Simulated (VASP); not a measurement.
# LiNi3Pd (Pm-3m) in VASP: a series of runs

The runs below take LiNi3Pd through single point, relaxation of cell and atoms, with PBE.

All numbers are computed with VASP 6.6.1; they aren't measurements. Logs are shortened: lines on timing, memory, paths and dates and some standing lists are left out, and cuts for length are marked.

**1. The cell of the first run**

Symmetry: Pm-3m, No. 221, cubic system. The conventional cell has a = 4.588 Å, b = 4.588 Å, c = 4.588 Å, α = 90.00°, β = 90.00°, γ = 90.00°. Within 4.3 Å of Li (site symmetry m-3m) lie 12 Ni at 3.24 Å and 8 Pd at 3.97 Å. Ni (site symmetry 4/mmm) has 2 Pd at 2.29 Å within 3.0 Å. Within 3.0 Å of Pd (site symmetry m-3m) lie 6 Ni at 2.29 Å.

**2. Single point, PBE**

INCAR

```
SYSTEM = LiNi3Pd
ALGO     = Normal         ! electronic algorithm
EDIFF    = 1E-6           ! SCF threshold, eV
ENCUT    = 520            ! plane-wave cutoff, eV
GGA      = PE             ! functional
ISIF     = 2              ! what is computed and relaxed
ISMEAR   = 0              ! smearing method
LASPH    = .TRUE.         ! aspherical terms in the spheres
LCHARG   = .FALSE.        ! write CHGCAR
LREAL    = .FALSE.        ! projectors in reciprocal space
LWAVE    = .FALSE.        ! write WAVECAR
NBANDS   = 30             ! bands
NELM     = 60             ! most SCF steps
PREC     = Accurate       ! precision mode
SIGMA    = 0.1            ! smearing width, eV
```

KPOINTS

```
k-points
0
G
  4 4 4
  0 0 0
```

POSCAR

```
LiNi3Pd
1.0
    4.5884236508      0.0000000000      0.0000000000
    0.0000000000      4.5884236508      0.0000000000
    0.0000000000      0.0000000000      4.5884236508
Li Ni Pd
1 3 1
Direct
    0.0000000000      0.0000000000      0.0000000000
    0.0000000000      0.5000000000      0.5000000000
    0.5000000000      0.0000000000      0.5000000000
    0.5000000000      0.5000000000      0.0000000000
    0.5000000000      0.5000000000      0.5000000000
```

Potentials or basis: VASP PAW PBE potentials, release 64 (Li_sv, Ni, Pd).

The run is started by

```bash
cat potpaw_PBE.64/Li_sv/POTCAR potpaw_PBE.64/Ni/POTCAR potpaw_PBE.64/Pd/POTCAR > POTCAR
mpirun -np 1 vasp_std > vasp.out
```

OUTCAR:

```text
SYSTEM = LiNi3Pd
   EDIFF = 1E-6
   ENCUT = 520
   GGA = PE
   ISIF = 2
   ISMEAR = 0
   LASPH = .TRUE.
   LREAL = .FALSE.
   NELM = 60
   PREC = Accurate

 ion  position               nearest neighbor table
   1  0.000  0.000  0.000-
   2  0.000  0.500  0.500-   5 2.29   5 2.29
   3  0.500  0.000  0.500-   5 2.29   5 2.29
   4  0.500  0.500  0.000-   5 2.29   5 2.29
   5  0.500  0.500  0.500-   2 2.29   3 2.29   4 2.29   4 2.29   3 2.29   2 2.29

  LATTYP: Found a simple cubic cell.
 ALAT       =     4.5884236508

  Lattice vectors:

 A1 = (   4.5884236508,   0.0000000000,   0.0000000000)
 A2 = (   0.0000000000,   4.5884236508,   0.0000000000)
 A3 = (   0.0000000000,   0.0000000000,   4.5884236508)

Analysis of symmetry for initial positions (statically):
=====================================================================
 Subroutine PRICEL returns:
 Original cell was already a primitive cell.

 Routine SETGRP: Setting up the symmetry group for a
 simple cubic supercell.

 Subroutine GETGRP returns: Found 48 space group operations
 (whereof 48 operations were pure point group operations)
 out of a pool of 48 trial point group operations.

The static configuration has the point symmetry O_h .

Analysis of symmetry for dynamics (positions and initial velocities):
=====================================================================
 Subroutine PRICEL returns:
 Original cell was already a primitive cell.

 Routine SETGRP: Setting up the symmetry group for a
 simple cubic supercell.

 Subroutine GETGRP returns: Found 48 space group operations
 (whereof 48 operations were pure point group operations)
 out of a pool of 48 trial point group operations.

The dynamic configuration has the point symmetry O_h .

 Subroutine INISYM returns: Found 48 space group operations
 (whereof 48 operations are pure point group operations),
 and found     1 'primitive' translations

----------------------------------------------------------------------------------------

                                     Primitive cell

  volume of cell :      96.6030

  direct lattice vectors                    reciprocal lattice vectors
     4.588423651  0.000000000  0.000000000     0.217939771  0.000000000  0.000000000
     0.000000000  4.588423651  0.000000000     0.000000000  0.217939771  0.000000000
     0.000000000  0.000000000  4.588423651     0.000000000  0.000000000  0.217939771

  length of vectors
     4.588423651  4.588423651  4.588423651     0.217939771  0.217939771  0.217939771

  position of ions in fractional coordinates (direct lattice)
     0.000000000  0.000000000  0.000000000
     0.000000000  0.500000000  0.500000000
     0.500000000  0.000000000  0.500000000
     0.500000000  0.500000000  0.000000000
     0.500000000  0.500000000  0.500000000

  ion indices of the primitive-cell ions
   primitive index   ion index
                 1           1
                 2           2
                 3           3
                 4           4
                 5           5

----------------------------------------------------------------------------------------

 KPOINTS: k-points

Automatic generation of k-mesh.
 Grid dimensions read from file:
 generate k-points for:    4    4    4

 Generating k-lattice:

  Cartesian coordinates                     Fractional coordinates (reciprocal lattice)
     0.054484943  0.000000000  0.000000000     0.250000000  0.000000000  0.000000000
     0.000000000  0.054484943  0.000000000     0.000000000  0.250000000  0.000000000
     0.000000000  0.000000000  0.054484943     0.000000000  0.000000000  0.250000000

  Length of vectors
     0.054484943  0.054484943  0.054484943

  Shift w.r.t. Gamma in fractional coordinates (k-lattice)
     0.000000000  0.000000000  0.000000000

 Subroutine IBZKPT returns following result:
 ===========================================

 Found     10 irreducible k-points:

 Following reciprocal coordinates:
            Coordinates               Weight
  0.000000  0.000000  0.000000      1.000000
  0.250000  0.000000  0.000000      6.000000
  0.500000  0.000000  0.000000      3.000000
  0.250000  0.250000  0.000000     12.000000
  0.500000  0.250000  0.000000     12.000000
  0.500000  0.500000  0.000000      3.000000
  0.250000  0.250000  0.250000      8.000000
  0.500000  0.250000  0.250000     12.000000
  0.500000  0.500000  0.250000      6.000000
  0.500000  0.500000  0.500000      1.000000
   k-points           NKPTS =     10   k-points in BZ     NKDIM =     10   number of bands    NBANDS=     30
   number of dos      NEDOS =    301   number of ions     NIONS =      5
   total plane-waves  NPLWV =  46656
   dimension x,y,z NGX =    36 NGY =   36 NGZ =   36
   dimension x,y,z NGXF=    72 NGYF=   72 NGZF=   72
   ions per type =               1   3   1
   NGX,Y,Z   is equivalent  to a cutoff of  13.04, 13.04, 13.04 a.u.
   NGXF,Y,Z  is equivalent  to a cutoff of  26.09, 26.09, 26.09 a.u.
 SYSTEM =  LiNi3Pd
   PREC   = accura    normal or accurate (medium, high low for compatibility)
   ISTART =      0    job   : 0-new  1-cont  2-samecut
   ICHARG =      2    charge: 1-file 2-atom 10-const
   ISPIN  =      1    spin polarized calculation?
   LNONCOLLINEAR =      F non collinear calculations
   LSORBIT =      F    spin-orbit coupling
   LASPH  =      T    aspherical Exc in radial PAW
   ENCUT  =  520.0 eV  38.22 Ry    6.18 a.u.   8.53  8.53  8.53*2*pi/ulx,y,z
   NELM   =     60;   NELMIN=  2; NELMDL= -5     # of ELM steps
   EDIFF  = 0.1E-05   stopping-criterion for ELM
   LREAL  =      F    real-space projection
   EDIFFG = 0.1E-04   stopping-criterion for IOM
   NSW    =      0    number of steps for IOM
   IBRION =     -1    ionic relax: 0-MD 1-quasi-New 2-CG
   NFREE  =      0    steps in history (QN), initial steepest desc. (CG)
   ISIF   =      2    stress and relaxation
   ISYM   =      2    0-nonsym 1-usesym 2-fastsym
   POTIM  = 0.5000    time-step for ionic-motion
   TEBEG  =    0.0;   TEEND  =   0.0 temperature during run
   PSTRESS=    0.0 pullay stress
   NELECT =      43.0000    total number of electrons
   NUPDOWN=      -1.0000    fix difference up-down
   EMIN   =  10.00;   EMAX   =-10.00  energy-range for DOS
   EFERMI =   0.00;   METHOD = LEGACY
   ISMEAR =     0;   SIGMA  =   0.10  broadening in eV -4-tet -1-fermi 0-gaus
   EFERMI_NEDOS =   21; number of points for ismear=-14 and -15
   IALGO  =     38    algorithm
   IMIX   =      4    mixing-type and parameters
     AMIX     =   0.40;   BMIX     =  1.00
     AMIX_MAG =   1.60;   BMIX_MAG =  1.00
  volume/ion in A,a.u.               =      19.32       130.38
  Fermi-wavevector in a.u.,A,eV,Ry     =   1.249974  2.362107 21.258202  1.562434
  Thomas-Fermi vector in A             =   2.383989
   LORBIT       =      0    0 simple, 1 ext, 2 COOP (PROOUT), +10 PAW based schemes
   GGA     = PE    functional components
   LHFCALC =     F    Hartree Fock is set to
   AEXX    =    0.0000 exact exchange contribution
   IVDW    =     0    specifies the selected vdW correction
   LEPSILON=     F    determine dielectric tensor
   LRPA    =     F    only Hartree local field effects (RPA)
 non-spin polarized calculation
 Gauss-broadening in eV      SIGMA  =   0.10
  energy-cutoff  :      520.00
  volume of cell :       96.60
 maximum number of plane-waves:      2624
 NGX is ok and might be reduce to    36
   NGX = 17   NGY = 17   NGZ = 17

 number of electron      43.0000022 magnetization

 Free energy of the ion-electron system (eV)
  ---------------------------------------------------
  ext. energy  EPLUGINS =         0.00000000
  ---------------------------------------------------
  free energy    TOTEN  =       -18.38658136 eV

  energy without entropy =      -18.30948104  energy(sigma->0) =      -18.34803120

 E-fermi :   3.4375     XC(G=0):  -9.5593

 val. band max:        3.4104694095   @ k =   0.2500   0.2500   0.0000
 cond. band min:       3.4378324199   @ k =   0.5000   0.2500   0.2500
 fundamental gap:      0.0273630104
 Fermi energy:         3.4375016009

 k-point     1 :       0.0000    0.0000    0.0000
  band No.  band energies     occupation
      1     -43.1159      2.00000
      2      -2.2910      2.00000
      3      -1.5614      2.00000
      4      -1.5614      2.00000
      5      -0.7297      2.00000
      6      -0.7297      2.00000
[... 22 lines left out ...]
     29      11.2016      0.00000
     30      11.2016      0.00000

 k-point     2 :       0.2500    0.0000    0.0000
  band No.  band energies     occupation
      1     -43.1160      2.00000
      2      -1.9580      2.00000
      3      -1.5456      2.00000
      4      -1.1521      2.00000
      5      -0.7144      2.00000
      6      -0.5970      2.00000
[... 22 lines left out ...]
     29       9.9288      0.00000
     30      10.2293      0.00000

 k-point     3 :       0.5000    0.0000    0.0000
  band No.  band energies     occupation
      1     -43.1159      2.00000
      2      -1.6753      2.00000
      3      -1.5299      2.00000
      4      -0.6989      2.00000
      5      -0.4420      2.00000
      6      -0.4420      2.00000
[... 22 lines left out ...]
     29       9.3295      0.00000
     30       9.4870      0.00000

 k-point     4 :       0.2500    0.2500    0.0000
  band No.  band energies     occupation
      1     -43.1160      2.00000
      2      -1.6660      2.00000
      3      -1.1784      2.00000
      4      -1.0345      2.00000
      5      -0.5831      2.00000
      6      -0.5712      2.00000
[... 154 lines left out ...]
     29       9.7784      0.00000
     30      12.7624      0.00000

 k-point     9 :       0.5000    0.5000    0.2500
  band No.  band energies     occupation
      1     -43.1159      2.00000
      2      -0.8955      2.00000
      3      -0.2578      2.00000
      4      -0.2578      2.00000
      5      -0.1524      2.00000
      6      -0.0761      2.00000
[... 22 lines left out ...]
     29       8.7575      0.00000
     30      13.8419      0.00000

 k-point    10 :       0.5000    0.5000    0.5000
  band No.  band energies     occupation
      1     -43.1159      2.00000
      2      -0.1013      2.00000
      3      -0.1013      2.00000
      4      -0.1013      2.00000
      5      -0.0615      2.00000
      6      -0.0615      2.00000
[... 22 lines left out ...]
     29       8.0136      0.00000
     30      16.1965      0.00000

------------------------ aborting loop because EDIFF is reached ----------------------------------------

  FORCE on cell =-STRESS in cart. coord.  units (eV):
  Direction    XX          YY          ZZ          XY          YZ          ZX
  --------------------------------------------------------------------------------------
  -------------------------------------------------------------------------------------
  Total        0.0222925      0.0222925      0.0222925      0.0000000      0.0000000     -0.0000000
  in kB        0.3697258      0.3697258      0.3697258      0.0000000      0.0000000     -0.0000000
  external PRESSURE =       0.3697258 kB  Pullay stress =       0.0000000 kB

 VOLUME and BASIS-vectors are now :
 -----------------------------------------------------------------------------
  energy-cutoff  :      520.00
  volume of cell :       96.60
      direct lattice vectors                 reciprocal lattice vectors
     4.588423651  0.000000000  0.000000000     0.217939771  0.000000000  0.000000000
     0.000000000  4.588423651  0.000000000     0.000000000  0.217939771  0.000000000
     0.000000000  0.000000000  4.588423651     0.000000000  0.000000000  0.217939771

 POSITION                                       TOTAL-FORCE (eV/Angst)
 -----------------------------------------------------------------------------------
      0.00000      0.00000      0.00000         0.000000      0.000000      0.000000
      0.00000      2.29421      2.29421         0.000000      0.000000      0.000000
      2.29421      0.00000      2.29421         0.000000      0.000000      0.000000
      2.29421      2.29421      0.00000         0.000000      0.000000      0.000000
      2.29421      2.29421      2.29421         0.000000      0.000000      0.000000
 -----------------------------------------------------------------------------------
    total drift:                                0.000000      0.000000      0.000000

  FREE ENERGIE OF THE ION-ELECTRON SYSTEM (eV)
  ---------------------------------------------------
  free  energy   TOTEN  =       -18.3865813608 eV

  energy  without entropy=      -18.3094810386  energy(sigma->0) =      -18.34803120
```

It took 19 s on 1 thread of Intel Xeon 6975P-C (Granite Rapids), shared host; peak memory 0.21 GiB.

What came out:

```yaml
Free_energy: -18.3866 eV
Band_gap_on_the_k_mesh: zero (an odd number of electrons rules out a gap without spin polarisation)
```

Caveat: the cutoff is under 1.25 times the usual one of these potentials, so pressure, stress and relaxed cells hold a basis-set (Pulay) error.

**3. Relaxation of cell and atoms, PBE**

This run uses another cell than the first one, of 10.53 Å³/atom.

INCAR

```
  PREC = Accurate
  ENCUT = 600
  EDIFF = 1E-6
  ISMEAR = 0
  SIGMA = 0.1
  LREAL = F
  LASPH = T
  NELM = 80
  ALGO = Normal
  ISIF = 3
  LWAVE = F
  LCHARG = F
  GGA = PE
  IBRION = 2
  NSW = 90
  EDIFFG = -0.04
```

KPOINTS

```
Automatic mesh
0
Gamma
  4 4 4
```

Changes to POSCAR since step 2:

```diff
@@ -2,5 +2,5 @@
 1.0
-    4.5884236508      0.0000000000      0.0000000000
-    0.0000000000      4.5884236508      0.0000000000
-    0.0000000000      0.0000000000      4.5884236508
+    3.7481020515      0.0000000000      0.0000000000
+    0.0000000000      3.7481020515      0.0000000000
+    0.0000000000      0.0000000000      3.7481020515
 Li Ni Pd
```

Potentials or basis: VASP PAW PBE potentials, release 64 (Li_sv, Ni, Pd).

The run is started by

```bash
cat potpaw_PBE.64/Li_sv/POTCAR potpaw_PBE.64/Ni/POTCAR potpaw_PBE.64/Pd/POTCAR > POTCAR
mpirun -np 1 vasp_std > vasp.out
```

Run time: 51 s. Hardware: 1 thread of Intel Xeon 6975P-C (Granite Rapids), shared host; peak memory 0.17 GiB.

Results (log left out):

* Free energy: -18.3227 eV
* Relaxed volume: 19.19 Å³/atom
* Relaxed cell: a = 4.578 Å, b = 4.578 Å, c = 4.578 Å, α = 90.00°, β = 90.00°, γ = 90.00°
* Space group after relaxing (to 0.1 Å): Pm-3m (No. 221)
* Energy gained by relaxing: 2490.6 meV/atom
* Ionic steps: 4
* Pressure after relaxing: -0.1 GPa
* Band gap on the k mesh: zero (an odd number of electrons rules out a gap without spin polarisation)

Step by step:
```tsv
step	energy change (eV)	largest force (eV/Å)	pressure (GPa)	volume (Å³)
1	0.0000	0.0000	155.81	52.65
2	-7.8863	0.0000	-10.56	175.60
3	-12.4367	0.0000	-4.17	98.57
4	-12.4531	0.0000	-0.14	95.94
```

Final structure:
```yaml
crystal:
  lattice:
    - [4.57783, 0.00000, 0.00000]
    - [0.00000, 4.57783, 0.00000]
    - [0.00000, 0.00000, 4.57783]
  atoms:
    - { symbol: Li, position: [0.00000, 0.00000, 0.00000] }
    - { symbol: Ni, position: [0.00000, 0.50000, 0.50000] }
    - { symbol: Ni, position: [0.50000, 0.00000, 0.50000] }
    - { symbol: Ni, position: [0.50000, 0.50000, 0.00000] }
    - { symbol: Pd, position: [0.50000, 0.50000, 0.50000] }
```

Levels at points of the mesh, in eV from the Fermi level:
```csv
k point,band 19,band 20,band 21,band 22,band 23,band 24,band 25
"(0.00, 0.00, 0.00)",0.13,0.13,0.38,0.38,1.36,1.36,1.36
"(0.50, 0.00, 0.00)",-0.36,-0.13,-0.13,0.13,0.32,3.27,3.27
"(0.50, 0.50, 0.00)",-0.33,-0.26,-0.13,-0.13,0.07,0.07,1.42
"(0.50, 0.50, 0.50)",-0.28,-0.24,-0.24,-0.24,1.12,1.12,1.12
```

Caveat: the k points lie up to 0.34 Å⁻¹ apart in the final cell, too coarse for converged energies and pressures of a metal; the cutoff is under 1.25 times the usual one of these potentials, so pressure, stress and relaxed cells hold a basis-set (Pulay) error; the volume moved by over 15 % at a fixed basis, so the end points are rough. Spin polarisation is off, so any magnetic state and its effect on volume and gap are missing.

The gap in the log of VASP goes by the Fermi energy; the results here count the filled bands.